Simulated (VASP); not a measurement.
# IrRu5 (P-6m2) in VASP: further runs

Runs on IrRu5. Level: PBE. Tasks: single point.

Program: VASP 6.6.1. These are calculated values, not measurements. Logs are shortened: lines on timing, memory, paths and dates and some standing lists are left out, and cuts for length are marked.

**1. The cell of the first run**

It takes space group P-6m2 (No. 187, hexagonal). Conventional cell: a = 2.726 Å, b = 2.726 Å, c = 12.944 Å, α = 90.00°, β = 90.00°, γ = 120.00°. Within 3.5 Å of Ru (site symmetry 3m) lie 9 Ru at 2.64 to 2.73 Å and 3 Ir at 2.71 Å. Within 3.5 Å of Ru (site symmetry -6m2) lie 12 Ru at 2.67 to 2.73 Å. Within 3.5 Å of Ru (site symmetry 3m) lie 12 Ru at 2.64 to 2.73 Å. Ir (site symmetry -6m2) has 6 Ru at 2.71 Å and 6 Ir at 2.73 Å within 3.6 Å.

**2. Single point, PBE**

Input file INCAR:

```
SYSTEM = IrRu5
PREC = Accurate
ENCUT = 520
EDIFF = 1E-6
ISMEAR = 0
SIGMA = 0.1
LREAL = .FALSE.
LASPH = .TRUE.
NELM = 100
ALGO = Fast
ISIF = 2
LWAVE = .FALSE.
LCHARG = .FALSE.
GGA = PE
NBANDS = 48
```

Input file KPOINTS:

```
regular mesh
0
G
  18 18 4
  0 0 0
```

Input file POSCAR:

```
IrRu5
1.0
    2.7261446012      0.0000000000      0.0000000000
   -1.3630723006      2.3609104790      0.0000000000
    0.0000000000      0.0000000000     12.9439894380
Ru Ir
5 1
Direct
    0.3333333333      0.6666666667      0.8300317868
    0.3333333333      0.6666666667      0.1699682132
    0.3333333333      0.6666666667      0.5000000000
    0.6666666667      0.3333333333      0.3338283036
    0.6666666667      0.3333333333      0.6661716964
    0.6666666667      0.3333333333      0.0000000000
```

Potentials or basis: VASP PAW PBE potentials, release 64 (Ru_pv, Ir).

Run with:

```sh
$ cat potpaw_PBE.64/Ru_pv/POTCAR potpaw_PBE.64/Ir/POTCAR > POTCAR
$ mpirun -np 1 vasp_std > vasp.out
```

OUTCAR:

```text
SYSTEM = IrRu5
   PREC = Accurate
   ENCUT = 520
   EDIFF = 1E-6
   ISMEAR = 0
   LREAL = .FALSE.
   LASPH = .TRUE.
   NELM = 100
   ISIF = 2
   GGA = PE

 ion  position               nearest neighbor table
   1  0.333  0.667  0.830-   5 2.64   5 2.64   5 2.64   6 2.71   6 2.71   6 2.71
   2  0.333  0.667  0.170-   4 2.64   4 2.64   4 2.64   6 2.71   6 2.71   6 2.71
   3  0.333  0.667  0.500-   4 2.67   5 2.67   4 2.67   5 2.67   4 2.67   5 2.67
   4  0.667  0.333  0.334-   2 2.64   2 2.64   2 2.64   3 2.67   3 2.67   3 2.67
   5  0.667  0.333  0.666-   1 2.64   1 2.64   1 2.64   3 2.67   3 2.67   3 2.67
   6  0.667  0.333  0.000-   1 2.71   2 2.71   1 2.71   2 2.71   1 2.71   2 2.71

  LATTYP: Found a hexagonal cell.
 ALAT       =     2.7261446012
 C/A-ratio  =     4.7480934916

  Lattice vectors:

 A1 = (   2.7261446012,   0.0000000000,   0.0000000000)
 A2 = (  -1.3630723006,   2.3609104790,   0.0000000000)
 A3 = (   0.0000000000,   0.0000000000,  12.9439894380)

Analysis of symmetry for initial positions (statically):
=====================================================================
 Subroutine PRICEL returns:
 Original cell was already a primitive cell.

 Routine SETGRP: Setting up the symmetry group for a
 hexagonal supercell.

 Subroutine GETGRP returns: Found 12 space group operations
 (whereof 12 operations were pure point group operations)
 out of a pool of 24 trial point group operations.

The static configuration has the point symmetry D_3h.

Analysis of symmetry for dynamics (positions and initial velocities):
=====================================================================
 Subroutine PRICEL returns:
 Original cell was already a primitive cell.

 Routine SETGRP: Setting up the symmetry group for a
 hexagonal supercell.

 Subroutine GETGRP returns: Found 12 space group operations
 (whereof 12 operations were pure point group operations)
 out of a pool of 24 trial point group operations.

The dynamic configuration has the point symmetry D_3h.

 Subroutine INISYM returns: Found 12 space group operations
 (whereof 12 operations are pure point group operations),
 and found     1 'primitive' translations

----------------------------------------------------------------------------------------

                                     Primitive cell

  volume of cell :      83.3099

  direct lattice vectors                    reciprocal lattice vectors
     2.726144601  0.000000000  0.000000000     0.366818400  0.211782702  0.000000000
    -1.363072301  2.360910479  0.000000000     0.000000000  0.423565404  0.000000000
     0.000000000  0.000000000 12.943989438     0.000000000  0.000000000  0.077255934

  length of vectors
     2.726144601  2.726144601 12.943989438     0.423565404  0.423565404  0.077255934

  position of ions in fractional coordinates (direct lattice)
     0.333333333  0.666666667  0.830031787
     0.333333333  0.666666667  0.169968213
     0.333333333  0.666666667  0.500000000
     0.666666667  0.333333333  0.333828304
     0.666666667  0.333333333  0.666171696
     0.666666667  0.333333333  0.000000000

  ion indices of the primitive-cell ions
   primitive index   ion index
                 1           1
                 2           2
                 3           3
                 4           4
                 5           5
                 6           6

----------------------------------------------------------------------------------------

 KPOINTS: regular mesh

Automatic generation of k-mesh.
 Grid dimensions read from file:
 generate k-points for:   18   18    4

 Generating k-lattice:

  Cartesian coordinates                     Fractional coordinates (reciprocal lattice)
     0.020378800  0.011765706  0.000000000     0.055555556  0.000000000  0.000000000
     0.000000000  0.023531411  0.000000000     0.000000000  0.055555556  0.000000000
     0.000000000  0.000000000  0.019313984     0.000000000  0.000000000  0.250000000

  Length of vectors
     0.023531411  0.023531411  0.019313984

  Shift w.r.t. Gamma in fractional coordinates (k-lattice)
     0.000000000  0.000000000  0.000000000

 Subroutine IBZKPT returns following result:
 ===========================================

 Found    111 irreducible k-points:

 Following reciprocal coordinates:
            Coordinates               Weight
  0.000000  0.000000  0.000000      1.000000
  0.055556 -0.000000  0.000000      6.000000
  0.111111 -0.000000  0.000000      6.000000
  0.166667  0.000000  0.000000      6.000000
  0.222222  0.000000  0.000000      6.000000
  0.277778  0.000000  0.000000      6.000000
[... 16 lines left out ...]
  0.333333  0.111111  0.000000     12.000000
  0.388889  0.111111  0.000000     12.000000
 [... further k-points ...]
   k-points           NKPTS =    111   k-points in BZ     NKDIM =    111   number of bands    NBANDS=     48
   number of dos      NEDOS =    301   number of ions     NIONS =      6
   total plane-waves  NPLWV =  38400
   dimension x,y,z NGX =    20 NGY =   20 NGZ =   96
   dimension x,y,z NGXF=    40 NGYF=   40 NGZF=  192
   ions per type =               5   1
   NGX,Y,Z   is equivalent  to a cutoff of  12.20, 12.20, 12.33 a.u.
   NGXF,Y,Z  is equivalent  to a cutoff of  24.39, 24.39, 24.66 a.u.
 SYSTEM =  IrRu5
   PREC   = accura    normal or accurate (medium, high low for compatibility)
   ISTART =      0    job   : 0-new  1-cont  2-samecut
   ICHARG =      2    charge: 1-file 2-atom 10-const
   ISPIN  =      1    spin polarized calculation?
   LNONCOLLINEAR =      F non collinear calculations
   LSORBIT =      F    spin-orbit coupling
   LASPH  =      T    aspherical Exc in radial PAW
   ENCUT  =  520.0 eV  38.22 Ry    6.18 a.u.   5.07  5.07 24.07*2*pi/ulx,y,z
   NELM   =    100;   NELMIN=  2; NELMDL= -5     # of ELM steps
   EDIFF  = 0.1E-05   stopping-criterion for ELM
   LREAL  =      F    real-space projection
   EDIFFG = 0.1E-04   stopping-criterion for IOM
   NSW    =      0    number of steps for IOM
   IBRION =     -1    ionic relax: 0-MD 1-quasi-New 2-CG
   NFREE  =      0    steps in history (QN), initial steepest desc. (CG)
   ISIF   =      2    stress and relaxation
   ISYM   =      2    0-nonsym 1-usesym 2-fastsym
   POTIM  = 0.5000    time-step for ionic-motion
   TEBEG  =    0.0;   TEEND  =   0.0 temperature during run
   PSTRESS=    0.0 pullay stress
   NELECT =      79.0000    total number of electrons
   NUPDOWN=      -1.0000    fix difference up-down
   EMIN   =  10.00;   EMAX   =-10.00  energy-range for DOS
   EFERMI =   0.00;   METHOD = LEGACY
   ISMEAR =     0;   SIGMA  =   0.10  broadening in eV -4-tet -1-fermi 0-gaus
   EFERMI_NEDOS =   21; number of points for ismear=-14 and -15
   IALGO  =     68    algorithm
   IMIX   =      4    mixing-type and parameters
     AMIX     =   0.40;   BMIX     =  1.00
     AMIX_MAG =   1.60;   BMIX_MAG =  1.00
  volume/ion in A,a.u.               =      13.88        93.70
  Fermi-wavevector in a.u.,A,eV,Ry     =   1.608366  3.039372 35.196131  2.586843
  Thomas-Fermi vector in A             =   2.704247
   LORBIT       =      0    0 simple, 1 ext, 2 COOP (PROOUT), +10 PAW based schemes
   GGA     = PE    functional components
   LHFCALC =     F    Hartree Fock is set to
   AEXX    =    0.0000 exact exchange contribution
   IVDW    =     0    specifies the selected vdW correction
   LEPSILON=     F    determine dielectric tensor
   LRPA    =     F    only Hartree local field effects (RPA)
 non-spin polarized calculation
 RMM-DIIS sequential band-by-band and
 Gauss-broadening in eV      SIGMA  =   0.10
  energy-cutoff  :      520.00
  volume of cell :       83.31
 maximum number of plane-waves:      2271
   NGX = 11   NGY = 11   NGZ = 49

 number of electron      79.0000020 magnetization

 Free energy of the ion-electron system (eV)
  ---------------------------------------------------
  ext. energy  EPLUGINS =         0.00000000
  ---------------------------------------------------
  free energy    TOTEN  =       -55.15536926 eV

  energy without entropy =      -55.13085970  energy(sigma->0) =      -55.14311448

 E-fermi :  12.1881     XC(G=0): -14.0022

 val. band max:       12.1877509037   @ k =   0.2222   0.0000   0.0000
 cond. band min:      12.1959095101   @ k =   0.3333   0.2778   0.2500
 fundamental gap:      0.0081586064
 Fermi energy:        12.1880794153

 k-point     1 :       0.0000    0.0000    0.0000
  band No.  band energies     occupation
      1     -31.4010      2.00000
      2     -31.2575      2.00000
      3     -30.9492      2.00000
      4     -30.6752      2.00000
      5     -30.5804      2.00000
      6     -30.5804      2.00000
[... 40 lines left out ...]
     47      13.2022      0.00000
     48      13.2153      0.00000

 k-point     2 :       0.0556   -0.0000    0.0000
  band No.  band energies     occupation
      1     -31.3925      2.00000
      2     -31.2528      2.00000
      3     -30.9518      2.00000
      4     -30.6879      2.00000
      5     -30.5958      2.00000
      6     -30.5913      2.00000
[... 40 lines left out ...]
     47      13.2007      0.00000
     48      13.2442      0.00000

 k-point     3 :       0.1111   -0.0000    0.0000
  band No.  band energies     occupation
      1     -31.3677      2.00000
      2     -31.2397      2.00000
      3     -30.9618      2.00000
      4     -30.7313      2.00000
      5     -30.6463      2.00000
      6     -30.6388      2.00000
[... 40 lines left out ...]
     47      13.1391      0.00000
     48      13.3959      0.00000

 k-point     4 :       0.1667    0.0000    0.0000
  band No.  band energies     occupation
      1     -31.3291      2.00000
      2     -31.2220      2.00000
      3     -30.9870      2.00000
      4     -30.8104      2.00000
      5     -30.7304      2.00000
      6     -30.7073      2.00000
[... 958 lines left out ...]
     47      13.9491      0.00000
     48      14.0146      0.00000

 k-point    23 :       0.3333    0.1111    0.0000
  band No.  band energies     occupation
      1     -31.2718      2.00000
      2     -31.2672      2.00000
      3     -31.2083      2.00000
      4     -31.2009      2.00000
      5     -31.0597      2.00000
      6     -30.9866      2.00000
[... 40 lines left out ...]
     47      14.7369      0.00000
     48      14.7566      0.00000

 k-point    24 :       0.3889    0.1111    0.0000
  band No.  band energies     occupation
      1     -31.3154      2.00000
      2     -31.2984      2.00000
      3     -31.2615      2.00000
      4     -31.2307      2.00000
      5     -31.0977      2.00000
      6     -30.9549      2.00000
[... 40 lines left out ...]
     47      15.5232      0.00000
     48      15.7293      0.00000

 [... further k-points ...]

------------------------ aborting loop because EDIFF is reached ----------------------------------------

  FORCE on cell =-STRESS in cart. coord.  units (eV):
  Direction    XX          YY          ZZ          XY          YZ          ZX
  --------------------------------------------------------------------------------------
  -------------------------------------------------------------------------------------
  Total       -0.0037475     -0.0037475      0.0029270      0.0000000     -0.0000000      0.0000000
  in kB       -0.0720693     -0.0720693      0.0562913      0.0000000     -0.0000000      0.0000000
  external PRESSURE =      -0.0292824 kB  Pullay stress =       0.0000000 kB

 VOLUME and BASIS-vectors are now :
 -----------------------------------------------------------------------------
  energy-cutoff  :      520.00
  volume of cell :       83.31
      direct lattice vectors                 reciprocal lattice vectors
     2.726144601  0.000000000  0.000000000     0.366818400  0.211782702  0.000000000
    -1.363072301  2.360910479  0.000000000     0.000000000  0.423565404  0.000000000
     0.000000000  0.000000000 12.943989438     0.000000000  0.000000000  0.077255934

 POSITION                                       TOTAL-FORCE (eV/Angst)
 -----------------------------------------------------------------------------------
     -0.00000      1.57394     10.74392        -0.000000     -0.000000     -0.016820
     -0.00000      1.57394      2.20007        -0.000000     -0.000000      0.016820
     -0.00000      1.57394      6.47199         0.000000      0.000000      0.000000
      1.36307      0.78697      4.32107         0.000000      0.000000     -0.004255
      1.36307      0.78697      8.62292         0.000000      0.000000      0.004255
      1.36307      0.78697      0.00000        -0.000000      0.000000      0.000000
 -----------------------------------------------------------------------------------
    total drift:                                0.000000     -0.000000      0.000000

  FREE ENERGIE OF THE ION-ELECTRON SYSTEM (eV)
  ---------------------------------------------------
  free  energy   TOTEN  =       -55.1553692556 eV

  energy  without entropy=      -55.1308596964  energy(sigma->0) =      -55.14311448
```

It took 11 min on 1 thread of Intel Xeon 6975P-C (Granite Rapids), shared host; peak memory 0.44 GiB.

What came out:

* Free energy: -55.1554 eV
* Pressure: 0.0 GPa
* Largest force: 0.017 eV/Å
* Band gap on the k mesh: zero (an odd number of electrons rules out a gap without spin polarisation)

Forces in eV/Å, atoms in the order of the input:
```
Ru   0.000  0.000 -0.017
Ru   0.000  0.000  0.017
Ru   0.000  0.000  0.000
Ru   0.000  0.000 -0.004
Ru   0.000  0.000  0.004
Ir   0.000  0.000  0.000
```

Levels at points of the mesh, in eV from the Fermi level:
```
           k point  band 36  band 37  band 38  band 39  band 40  band 41  band 42  band 43
(0.00, 0.00, 0.00)    -2.00    -1.87    -1.65    -1.61    -1.61    -0.46    -0.46    -0.39
(0.50, 0.00, 0.00)     0.11     1.06     1.32     1.36     1.41     1.42     1.56     1.61
(0.00, 0.00, 0.50)    -2.09    -2.09    -1.31    -1.31    -1.10    -1.10    -0.20     0.22
(0.50, 0.00, 0.50)     0.13     0.26     0.96     0.99     1.31     1.41     1.52     1.55
```

Caveat: spin-orbit coupling is left out, which moves the levels of the heavy elements.

**3. Single point, PBE**

Input file INCAR:

```
PREC = Accurate
ENCUT = 520
EDIFF = 1E-7
ISMEAR = 0
SIGMA = 0.1
LREAL = F
LASPH = T
NELM = 80
ALGO = Fast
ISIF = 2
LWAVE = F
LCHARG = F
GGA = PE
NBANDS = 48
```

Input file KPOINTS:

```
regular mesh
0
Gamma
  18 18 4
```

POSCAR is that of step 2.

Potentials or basis: VASP PAW PBE potentials, release 64 (Ru_pv, Ir).

Run with:

```sh
$ cat potpaw_PBE.64/Ru_pv/POTCAR potpaw_PBE.64/Ir/POTCAR > POTCAR
$ mpirun -np 1 vasp_std > vasp.out
```

Wall time 12 min (1 thread of Intel Xeon Platinum 8259CL at 2.50GHz (Skylake/Cascade Lake), shared host); peak memory 0.44 GiB.

Results (log left out):

| Property | Result |
| --- | --- |
| Free energy | -55.1554 eV |
| Pressure | 0.0 GPa |
| Largest force | 0.017 eV/Å |
| Band gap on the k mesh | zero (an odd number of electrons rules out a gap without spin polarisation) |

Forces on the atoms (eV/Å):
```
Ru   0.000  0.000 -0.017
Ru   0.000  0.000  0.017
Ru   0.000  0.000  0.000
Ru   0.000  0.000 -0.004
Ru   0.000  0.000  0.004
Ir   0.000  0.000  0.000
```

Levels at points of the mesh, in eV from the Fermi level:
| k point | band 35 | band 36 | band 37 | band 38 | band 39 | band 40 | band 41 | band 42 | band 43 | band 44 |
| --- | --- | --- | --- | --- | --- | --- | --- | --- | --- | --- |
| (0.00, 0.00, 0.00) | -2.00 | -2.00 | -1.87 | -1.65 | -1.61 | -1.61 | -0.46 | -0.46 | -0.39 | -0.39 |
| (0.50, 0.00, 0.00) | -0.15 | 0.11 | 1.06 | 1.32 | 1.36 | 1.41 | 1.42 | 1.56 | 1.61 | 1.71 |
| (0.00, 0.00, 0.50) | -2.31 | -2.09 | -2.09 | -1.31 | -1.31 | -1.10 | -1.10 | -0.20 | 0.22 | 0.25 |
| (0.50, 0.00, 0.50) | -0.37 | 0.13 | 0.26 | 0.96 | 0.99 | 1.31 | 1.41 | 1.52 | 1.55 | 1.63 |

Caveat: spin-orbit coupling is left out, which moves the levels of the heavy elements.
